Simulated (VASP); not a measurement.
# Ir (Fm-3m) in VASP: notebook

The runs below take Ir through relaxation of cell and atoms, with PBE, PBE+U.

Program: VASP 6.6.1. These are calculated values, not measurements. Logs are shortened: lines on timing, memory, paths and dates and some standing lists are left out, and cuts for length are marked.

## (1) The cell of the first run

The structure is cubic, space group Fm-3m (No. 225). The conventional cell has a = 3.876 Å, b = 3.876 Å, c = 3.876 Å, α = 90.00°, β = 90.00°, γ = 90.00°. Within 3.6 Å of Ir (site symmetry m-3m) lie 12 Ir at 2.74 Å.

## (2) Relaxation of cell and atoms, PBE

Input file INCAR:

```
SYSTEM = Ir
PREC = Accurate
ENCUT = 500
EDIFF = 1E-7
ISMEAR = 1
SIGMA = 0.0283
LREAL = .False.
LASPH = .True.
NELM = 120
ALGO = Normal
ISIF = 3
LWAVE = .False.
LCHARG = .False.
GGA = PE
IBRION = 2
NSW = 60
EDIFFG = -0.01
GGA_COMPAT = .False.
NELMIN = 4
```

Input file KPOINTS:

```
regular mesh
0
Gamma
  8 8 8
  0 0 0
```

Input file POSCAR:

```
Ir
1.0
    0.0000000000      1.9379170000      1.9379170000
    1.9379170000      0.0000000000      1.9379170000
    1.9379170000      1.9379170000      0.0000000000
Ir
1
Direct
    0.0000000000      0.0000000000      0.0000000000
```

Potentials or basis: VASP PAW PBE potentials, release 64 (Ir).

Run with:

```sh
$ cat potpaw_PBE.64/Ir/POTCAR > POTCAR
$ mpirun -np 1 vasp_std > vasp.out
```

OUTCAR:

```text
SYSTEM = Ir
   PREC = Accurate
   ENCUT = 500
   EDIFF = 1E-7
   ISMEAR = 1
   LREAL = .False.
   LASPH = .True.
   NELM = 120
   ISIF = 3
   GGA = PE
   IBRION = 2
   NSW = 60
   EDIFFG = -0.01
   NELMIN = 4

 ion  position               nearest neighbor table
   1  0.000  0.000  0.000-

  LATTYP: Found a face centered cubic cell.
 ALAT       =     3.8758340000

  Lattice vectors:

 A1 = (   0.0000000000,   1.9379170000,   1.9379170000)
 A2 = (   1.9379170000,   0.0000000000,   1.9379170000)
 A3 = (   1.9379170000,   1.9379170000,   0.0000000000)

Analysis of symmetry for initial positions (statically):
=====================================================================
 Subroutine PRICEL returns:
 Original cell was already a primitive cell.

 Routine SETGRP: Setting up the symmetry group for a
 face centered cubic supercell.

 Subroutine GETGRP returns: Found 48 space group operations
 (whereof 48 operations were pure point group operations)
 out of a pool of 48 trial point group operations.

The static configuration has the point symmetry O_h .

Analysis of symmetry for dynamics (positions and initial velocities):
=====================================================================
 Subroutine PRICEL returns:
 Original cell was already a primitive cell.

 Routine SETGRP: Setting up the symmetry group for a
 face centered cubic supercell.

 Subroutine GETGRP returns: Found 48 space group operations
 (whereof 48 operations were pure point group operations)
 out of a pool of 48 trial point group operations.

The dynamic configuration has the point symmetry O_h .

 Subroutine INISYM returns: Found 48 space group operations
 (whereof 48 operations are pure point group operations),
 and found     1 'primitive' translations

----------------------------------------------------------------------------------------

                                     Primitive cell

  volume of cell :      14.5558

  direct lattice vectors                    reciprocal lattice vectors
     0.000000000  1.937917000  1.937917000    -0.258008986  0.258008986  0.258008986
     1.937917000  0.000000000  1.937917000     0.258008986 -0.258008986  0.258008986
     1.937917000  1.937917000  0.000000000     0.258008986  0.258008986 -0.258008986

  length of vectors
     2.740628504  2.740628504  2.740628504     0.446884672  0.446884672  0.446884672

  position of ions in fractional coordinates (direct lattice)
     0.000000000  0.000000000  0.000000000

  ion indices of the primitive-cell ions
   primitive index   ion index
                 1           1

----------------------------------------------------------------------------------------

 KPOINTS: regular mesh

Automatic generation of k-mesh.
 Grid dimensions read from file:
 generate k-points for:    8    8    8

 Generating k-lattice:

  Cartesian coordinates                     Fractional coordinates (reciprocal lattice)
    -0.032251123  0.032251123  0.032251123     0.125000000  0.000000000  0.000000000
     0.032251123 -0.032251123  0.032251123     0.000000000  0.125000000  0.000000000
     0.032251123  0.032251123 -0.032251123     0.000000000  0.000000000  0.125000000

  Length of vectors
     0.055860584  0.055860584  0.055860584

  Shift w.r.t. Gamma in fractional coordinates (k-lattice)
     0.000000000  0.000000000  0.000000000

 Subroutine IBZKPT returns following result:
 ===========================================

 Found     29 irreducible k-points:

 Following reciprocal coordinates:
            Coordinates               Weight
  0.000000  0.000000  0.000000      1.000000
  0.125000  0.000000  0.000000      8.000000
  0.250000  0.000000  0.000000      8.000000
  0.375000  0.000000  0.000000      8.000000
  0.500000  0.000000  0.000000      4.000000
  0.125000  0.125000  0.000000      6.000000
[... 16 lines left out ...]
  0.500000  0.250000  0.125000     48.000000
 -0.375000  0.250000  0.125000     24.000000
 [... further k-points ...]
   k-points           NKPTS =     29   k-points in BZ     NKDIM =     29   number of bands    NBANDS=      8
   number of dos      NEDOS =    301   number of ions     NIONS =      1
   total plane-waves  NPLWV =   8000
   dimension x,y,z NGX =    20 NGY =   20 NGZ =   20
   dimension x,y,z NGXF=    40 NGYF=   40 NGZF=   40
   ions per type =               1
   NGX,Y,Z   is equivalent  to a cutoff of  12.13, 12.13, 12.13 a.u.
   NGXF,Y,Z  is equivalent  to a cutoff of  24.26, 24.26, 24.26 a.u.
 SYSTEM =  Ir
   PREC   = accura    normal or accurate (medium, high low for compatibility)
   ISTART =      0    job   : 0-new  1-cont  2-samecut
   ICHARG =      2    charge: 1-file 2-atom 10-const
   ISPIN  =      1    spin polarized calculation?
   LNONCOLLINEAR =      F non collinear calculations
   LSORBIT =      F    spin-orbit coupling
   LASPH  =      T    aspherical Exc in radial PAW
   ENCUT  =  500.0 eV  36.75 Ry    6.06 a.u.   5.00  5.00  5.00*2*pi/ulx,y,z
   NELM   =    120;   NELMIN=  4; NELMDL= -5     # of ELM steps
   EDIFF  = 0.1E-06   stopping-criterion for ELM
   LREAL  =      F    real-space projection
   EDIFFG = -.1E-01   stopping-criterion for IOM
   NSW    =     60    number of steps for IOM
   IBRION =      2    ionic relax: 0-MD 1-quasi-New 2-CG
   NFREE  =      1    steps in history (QN), initial steepest desc. (CG)
   ISIF   =      3    stress and relaxation
   ISYM   =      2    0-nonsym 1-usesym 2-fastsym
   POTIM  = 0.5000    time-step for ionic-motion
   TEBEG  =    0.0;   TEEND  =   0.0 temperature during run
   PSTRESS=    0.0 pullay stress
   NELECT =       9.0000    total number of electrons
   NUPDOWN=      -1.0000    fix difference up-down
   EMIN   =  10.00;   EMAX   =-10.00  energy-range for DOS
   EFERMI =   0.00;   METHOD = LEGACY
   ISMEAR =     1;   SIGMA  =   0.03  broadening in eV -4-tet -1-fermi 0-gaus
   EFERMI_NEDOS =   21; number of points for ismear=-14 and -15
   IALGO  =     38    algorithm
   IMIX   =      4    mixing-type and parameters
     AMIX     =   0.40;   BMIX     =  1.00
     AMIX_MAG =   1.60;   BMIX_MAG =  1.00
  volume/ion in A,a.u.               =      14.56        98.23
  Fermi-wavevector in a.u.,A,eV,Ry     =   1.394688  2.635579 26.465447  1.945156
  Thomas-Fermi vector in A             =   2.518213
   LORBIT       =      0    0 simple, 1 ext, 2 COOP (PROOUT), +10 PAW based schemes
   GGA     = PE    functional components
   LHFCALC =     F    Hartree Fock is set to
   AEXX    =    0.0000 exact exchange contribution
   IVDW    =     0    specifies the selected vdW correction
   LEPSILON=     F    determine dielectric tensor
   LRPA    =     F    only Hartree local field effects (RPA)
 conjugate gradient relaxation of ions
 non-spin polarized calculation
 Methfessel and Paxton  Order N= 1 SIGMA  =   0.03
  energy-cutoff  :      500.00
  volume of cell :       14.56
 maximum number of plane-waves:       380
   NGX =  9   NGY =  9   NGZ =  9

--------------------------------------- Ionic step        1  -------------------------------------------

 number of electron       9.0000000 magnetization

 Free energy of the ion-electron system (eV)
  ---------------------------------------------------
  ext. energy  EPLUGINS =         0.00000000
  ---------------------------------------------------
  free energy    TOTEN  =        -8.77768492 eV

  energy without entropy =       -8.77752541  energy(sigma->0) =       -8.77763175

------------------------ aborting loop because EDIFF is reached ----------------------------------------

  FORCE on cell =-STRESS in cart. coord.  units (eV):
  Direction    XX          YY          ZZ          XY          YZ          ZX
  --------------------------------------------------------------------------------------
  -------------------------------------------------------------------------------------
  Total        0.0316084      0.0316084      0.0316084      0.0000000     -0.0000000     -0.0000000
  in kB        3.4791827      3.4791827      3.4791827      0.0000000     -0.0000000     -0.0000000
  external PRESSURE =       3.4791827 kB  Pullay stress =       0.0000000 kB

 VOLUME and BASIS-vectors are now :
 -----------------------------------------------------------------------------
  energy-cutoff  :      500.00
  volume of cell :       14.56
      direct lattice vectors                 reciprocal lattice vectors
     0.000000000  1.937917000  1.937917000    -0.258008986  0.258008986  0.258008986
     1.937917000  0.000000000  1.937917000     0.258008986 -0.258008986  0.258008986
     1.937917000  1.937917000  0.000000000     0.258008986  0.258008986 -0.258008986
[... 36 lines left out ...]
 POSITION                                       TOTAL-FORCE (eV/Angst)
 -----------------------------------------------------------------------------------
      0.00000      0.00000      0.00000         0.000000      0.000000      0.000000
 -----------------------------------------------------------------------------------
    total drift:                               -0.000000     -0.000000     -0.000000

  FREE ENERGIE OF THE ION-ELECTRON SYSTEM (eV)
  ---------------------------------------------------
  free  energy   TOTEN  =        -8.7774936797 eV

  energy  without entropy=       -8.7773340685  energy(sigma->0) =       -8.77744048

--------------------------------------- Ionic step        3  -------------------------------------------

 number of electron       9.0000000 magnetization

 Free energy of the ion-electron system (eV)
  ---------------------------------------------------
  ext. energy  EPLUGINS =         0.00000000
  ---------------------------------------------------
  free energy    TOTEN  =        -8.77769920 eV

  energy without entropy =       -8.77753978  energy(sigma->0) =       -8.77764606

 E-fermi :   9.9663     XC(G=0): -13.8118

 val. band max:        9.9118260912   @ k =  -0.3750   0.1250   0.0000
 cond. band min:       9.9751856629   @ k =  -0.3750   0.2500   0.0000
 fundamental gap:      0.0633595716
 Fermi energy:         9.9663376704

 k-point     1 :       0.0000    0.0000    0.0000
  band No.  band energies     occupation
      1      -0.9028      2.00000
      2       6.1893      2.00000
      3       6.1893      2.00000
      4       6.1893      2.00000
      5       8.7673      2.00000
      6       8.7673      2.00000
      7      24.2652      0.00000
      8      29.7014      0.00000

 k-point     2 :       0.1250    0.0000    0.0000
  band No.  band energies     occupation
      1      -0.2506      2.00000
      2       5.8842      2.00000
      3       6.4429      2.00000
      4       6.4429      2.00000
      5       8.6335      2.00000
      6       8.6335      2.00000
      7      25.3166      0.00000
      8      27.1310      0.00000
[... 221 lines left out ...]
 k-point    23 :       0.5000    0.2500    0.1250
  band No.  band energies     occupation
      1       3.5044      2.00000
      2       5.1333      2.00000
      3       5.5015      2.00000
      4       7.7504      2.00000
      5       9.7620      2.00000
      6      12.6523      0.00000
      7      19.9027      0.00000
      8      25.0686      0.00000

 k-point    24 :      -0.3750    0.2500    0.1250
  band No.  band energies     occupation
      1       3.5364      2.00000
      2       4.9134      2.00000
      3       6.4441      2.00000
      4       7.4486      2.00000
      5      10.4540     -0.00000
      6      14.9379      0.00000
      7      16.3364      0.00000
      8      25.4499      0.00000

 [... further k-points ...]
[... 5 lines left out ...]
  --------------------------------------------------------------------------------------
  -------------------------------------------------------------------------------------
  Total        0.0011905      0.0011905      0.0011905      0.0000000      0.0000000      0.0000000
  in kB        0.1309190      0.1309190      0.1309190      0.0000000      0.0000000      0.0000000
  external PRESSURE =       0.1309190 kB  Pullay stress =       0.0000000 kB

 VOLUME and BASIS-vectors are now :
 -----------------------------------------------------------------------------
  energy-cutoff  :      500.00
  volume of cell :       14.57
      direct lattice vectors                 reciprocal lattice vectors
     0.000000000  1.938529439  1.938529439    -0.257927473  0.257927473  0.257927473
     1.938529439  0.000000000  1.938529439     0.257927473 -0.257927473  0.257927473
     1.938529439  1.938529439 -0.000000000     0.257927473  0.257927473 -0.257927473

 POSITION                                       TOTAL-FORCE (eV/Angst)
 -----------------------------------------------------------------------------------
      0.00000      0.00000      0.00000        -0.000000     -0.000000     -0.000000
 -----------------------------------------------------------------------------------
    total drift:                               -0.000000     -0.000000     -0.000000

  FREE ENERGIE OF THE ION-ELECTRON SYSTEM (eV)
  ---------------------------------------------------
  free  energy   TOTEN  =        -8.7776991986 eV

  energy  without entropy=       -8.7775397777  energy(sigma->0) =       -8.77764606

 reached required accuracy - stopping structural energy minimisation
```

Run time: 18 s. Hardware: 1 thread of AMD EPYC 7R13, shared host; peak memory 0.1 GiB.

Results:

| Property | Result |
| --- | --- |
| Free energy | -8.7777 eV |
| Relaxed volume | 14.57 Å³/atom |
| Relaxed cell | a = 2.741 Å, b = 2.741 Å, c = 2.741 Å, α = 60.00°, β = 60.00°, γ = 60.00° |
| Space group after relaxing (to 0.05 Å) | Fm-3m (No. 225) |
| Energy gained by relaxing | 0.0 meV/atom |
| Ionic steps | 3 |
| Pressure after relaxing | 0.0 GPa |

Final structure:
```cif
data_structure
_symmetry_space_group_name_H-M 'P 1'
_symmetry_Int_Tables_number 1
_cell_length_a 2.7415
_cell_length_b 2.7415
_cell_length_c 2.7415
_cell_angle_alpha 60.000
_cell_angle_beta 60.000
_cell_angle_gamma 60.000
_cell_volume 14.57
loop_
_atom_site_label
_atom_site_type_symbol
_atom_site_fract_x
_atom_site_fract_y
_atom_site_fract_z
_atom_site_occupancy
Ir1 Ir 0.00000 0.00000 0.00000 1
```

Levels at points of the mesh, in eV from the Fermi level:
| k point | band 2 | band 3 | band 4 | band 5 | band 6 | band 7 |
| --- | --- | --- | --- | --- | --- | --- |
| (0.00, 0.00, 0.00) | -3.78 | -3.78 | -3.78 | -1.20 | -1.20 | 14.30 |
| (0.50, 0.00, 0.00) | -3.87 | -3.87 | -0.74 | 0.79 | 0.79 | 6.91 |
| (0.50, 0.50, 0.00) | -7.09 | 0.76 | 1.33 | 1.33 | 1.64 | 10.06 |

Caveat: spin-orbit coupling is left out, which moves the levels of the heavy elements.

## (3) Relaxation of cell and atoms, PBE

Input file INCAR:

```
  ALGO = Normal
  EDIFF = 1E-7
  EDIFFG = -0.01
  ENCUT = 500
  GGA = PE
  GGA_COMPAT = False
  IBRION = 2
  ISIF = 3
  ISMEAR = 1
  LASPH = True
  LCHARG = False
  LREAL = False
  LWAVE = False
  NELM = 120
  NELMIN = 4
  NSW = 60
  PREC = Accurate
  SIGMA = 0.05
```

Input file KPOINTS:

```
k-points
0
Gamma
  8 8 8
```

POSCAR is that of step 2.

Potentials or basis: VASP PAW PBE potentials, release 64 (Ir).

Run with:

```sh
$ cat potpaw_PBE.64/Ir/POTCAR > POTCAR
$ mpirun -np 1 vasp_std > vasp.out
```

Run time: 17 s. Hardware: 1 thread of AMD EPYC 7R13, shared host; peak memory 0.1 GiB.

The run converged. Its results:

```
Free energy                            : -8.7777 eV
Relaxed volume                         : 14.57 Å³/atom
Relaxed cell                           : a = 2.741 Å, b = 2.741 Å, c = 2.741 Å, α = 60.00°, β = 60.00°, γ = 60.00°
Space group after relaxing (to 0.05 Å) : Fm-3m (No. 225)
Energy gained by relaxing              : 0.0 meV/atom
Ionic steps                            : 3
Pressure after relaxing                : 0.0 GPa
```

Final structure:
```
Ir
1.0
     0.00000    1.93853    1.93853
     1.93853    0.00000    1.93853
     1.93853    1.93853    0.00000
Ir
1
Cartesian
  0.0000 0.0000 0.0000
```

Levels at points of the mesh, in eV from the Fermi level:
```csv
k point,band 1,band 2,band 3,band 4,band 5,band 6,band 7,band 8
"(0.00, 0.00, 0.00)",-10.86,-3.77,-3.77,-3.77,-1.19,-1.19,14.30,19.74
"(0.50, 0.00, 0.00)",-7.85,-3.86,-3.86,-0.74,0.80,0.80,6.91,13.86
"(0.50, 0.50, 0.00)",-7.62,-7.08,0.77,1.34,1.34,1.64,10.06,11.51
```

Caveat: spin-orbit coupling is left out, which moves the levels of the heavy elements.

(Continued in part 2 of 2.)
